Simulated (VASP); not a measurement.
# ZrSi2 (Cmcm) in VASP: further runs, part 2 of 2

VASP 6.6.1.

## (3) Single point, PBEsol

This run uses another cell than the first one, of 12.86 Å³/atom.

INCAR

```
SYSTEM = ZrSi2
PREC = Accurate
ENCUT = 520
EDIFF = 1E-6
ISMEAR = 0
SIGMA = 0.1
LREAL = .FALSE.
LASPH = .TRUE.
NELM = 100
ALGO = Normal
ISIF = 2
LWAVE = .FALSE.
LCHARG = .FALSE.
GGA = PS
NBANDS = 29
```

KPOINTS

```
Automatic mesh
0
G
  10 10 10
  0 0 0
```

POSCAR

```
ZrSi2
1.0
    1.7301950047     -6.4643500035      0.0000000000
    1.7301950047      6.4643500035      0.0000000000
    0.0000000000      0.0000000000      3.4505912753
Zr Si
2 4
Direct
    0.8992865167      0.1007134833      0.7500000000
    0.1007134833      0.8992865167      0.2500000000
    0.5614527406      0.4385472594      0.7500000000
    0.4385472594      0.5614527406      0.2500000000
    0.2501095742      0.7498904258      0.7500000000
    0.7498904258      0.2501095742      0.2500000000
```

Potentials or basis: VASP PAW PBE potentials, release 64 (Zr_sv, Si).

Run with:

```console
cat potpaw_PBE.64/Zr_sv/POTCAR potpaw_PBE.64/Si/POTCAR > POTCAR
mpirun -np 1 vasp_std > vasp.out
```

OUTCAR:

```text
SYSTEM = ZrSi2
   PREC = Accurate
   ENCUT = 520
   EDIFF = 1E-6
   ISMEAR = 0
   LREAL = .FALSE.
   LASPH = .TRUE.
   NELM = 100
   ISIF = 2
   GGA = PS

 ion  position               nearest neighbor table
   1  0.899  0.101  0.750-   4 2.50   4 2.50   4 2.50   4 2.50   6 2.59   6 2.59   5 2.59   5 2.59
                             3 2.72   3 2.72   2 3.12   2 3.12
   2  0.101  0.899  0.250-   3 2.50   3 2.50   3 2.50   3 2.50   5 2.59   5 2.59   6 2.59   6 2.59
                             4 2.72   4 2.72   1 3.12   1 3.12
   3  0.561  0.439  0.750-   4 2.35   4 2.35   2 2.50   2 2.50   2 2.50   2 2.50   1 2.72   1 2.72
[... 986 lines left out ...]
  -------------------------------------------------------------------------------------
  Total       24.2917817     24.2565196     24.2804480      0.0000000      0.0000000      0.0000000
  in kB      504.2274899    503.4955520    503.9922358      0.0000000      0.0000000      0.0000000
  external PRESSURE =     503.9050926 kB  Pullay stress =       0.0000000 kB

 VOLUME and BASIS-vectors are now :
 -----------------------------------------------------------------------------
  energy-cutoff  :      520.00
  volume of cell :       77.19
      direct lattice vectors                 reciprocal lattice vectors
     1.730195005 -6.464350003  0.000000000     0.288984767 -0.077347297  0.000000000
     1.730195005  6.464350003  0.000000000     0.288984767  0.077347297  0.000000000
     0.000000000  0.000000000  3.450591275     0.000000000  0.000000000  0.289805404

 POSITION                                       TOTAL-FORCE (eV/Angst)
 -----------------------------------------------------------------------------------
      1.73020     -5.16226      2.58794         0.000000     -0.008284      0.000000
      1.73020      5.16226      0.86265         0.000000      0.008284     -0.000000
      1.73020     -0.79450      2.58794         0.000000     -0.001903     -0.000000
      1.73020      0.79450      0.86265         0.000000      0.001903     -0.000000
      1.73020      3.23076      2.58794         0.000000     -0.001856     -0.000000
      1.73020     -3.23076      0.86265         0.000000      0.001856     -0.000000
 -----------------------------------------------------------------------------------
    total drift:                               -0.000000     -0.000000     -0.000000

  FREE ENERGIE OF THE ION-ELECTRON SYSTEM (eV)
  ---------------------------------------------------
  free  energy   TOTEN  =       -43.0128095699 eV

  energy  without entropy=      -43.0073470106  energy(sigma->0) =      -43.01007829
```

OSZICAR:

```text
N       E                     dE             d eps       ncg     rms          rms(c)
DAV:   1     0.276541794767E+03    0.27654E+03   -0.20012E+04 10788   0.133E+03
DAV:   2    -0.213766351588E+02   -0.29792E+03   -0.28934E+03 12272   0.347E+02
DAV:   3    -0.432757138248E+02   -0.21899E+02   -0.21606E+02 19265   0.715E+01
DAV:   4    -0.440195835513E+02   -0.74387E+00   -0.74151E+00 14033   0.127E+01
DAV:   5    -0.440440169815E+02   -0.24433E-01   -0.24429E-01 16595   0.196E+00    0.438E+01
DAV:   6    -0.431036612385E+02    0.94036E+00   -0.22670E+00 13227   0.886E+00    0.210E+01
DAV:   7    -0.430265850857E+02    0.77076E-01   -0.73960E-01 17459   0.423E+00    0.286E+00
DAV:   8    -0.430132303289E+02    0.13355E-01   -0.11933E-01 13099   0.197E+00    0.740E-01
DAV:   9    -0.430128424632E+02    0.38787E-03   -0.75724E-03 14199   0.551E-01    0.239E-01
DAV:  10    -0.430128284499E+02    0.14013E-04   -0.47888E-04 13935   0.154E-01    0.101E-01
DAV:  11    -0.430128198724E+02    0.85775E-05   -0.40093E-04 14173   0.130E-01    0.393E-02
DAV:  12    -0.430128106830E+02    0.91893E-05   -0.33993E-05 13085   0.443E-02    0.142E-02
DAV:  13    -0.430128094460E+02    0.12370E-05   -0.39046E-06 13256   0.128E-02    0.186E-03
DAV:  14    -0.430128095699E+02   -0.12387E-06   -0.19524E-07  7524   0.294E-03
   1 F= -.43012810E+02 E0= -.43010078E+02  d E =-.546256E-02
```

stdout:

```text
POSCAR found type information on POSCAR ZrSi
 POSCAR found :  2 types and       6 ions
 scaLAPACK will be used
 -----------------------------------------------------------------------------
|                                                                             |
|                                                                             |
|     You enforced a specific xc type in the INCAR file but a different       |
|     I HOPE YOU KNOW WHAT YOU ARE DOING!                                     |
|                                                                             |
 -----------------------------------------------------------------------------

 LDA part: xc-table for (Slater+PW92), standard interpolation
 POSCAR, INCAR and KPOINTS ok, starting setup
 FFT: planning ... GRIDC
 FFT: planning ... GRID_SOFT
 FFT: planning ... GRID
 WAVECAR not read
 entering main loop
```

It took 4.9 min on 1 thread of Intel Xeon 6975P-C (Granite Rapids), shared host; peak memory 0.48 GiB.

What came out:

- Free energy: -43.0128 eV
- Pressure: 50.4 GPa
- Largest force: 0.008 eV/Å
- Band gap on the k mesh: zero (bands 20 and 21 overlap by 1.43 eV)

Forces in eV/Å, atoms in the order of the input:
```
Zr   0.000 -0.008  0.000
Zr   0.000  0.008  0.000
Si   0.000 -0.002  0.000
Si   0.000  0.002  0.000
Si   0.000 -0.002  0.000
Si   0.000  0.002  0.000
```

Caveat: the cell stands under pressure; the PAW data sets were made with another functional, which shifts forces and pressure a little.
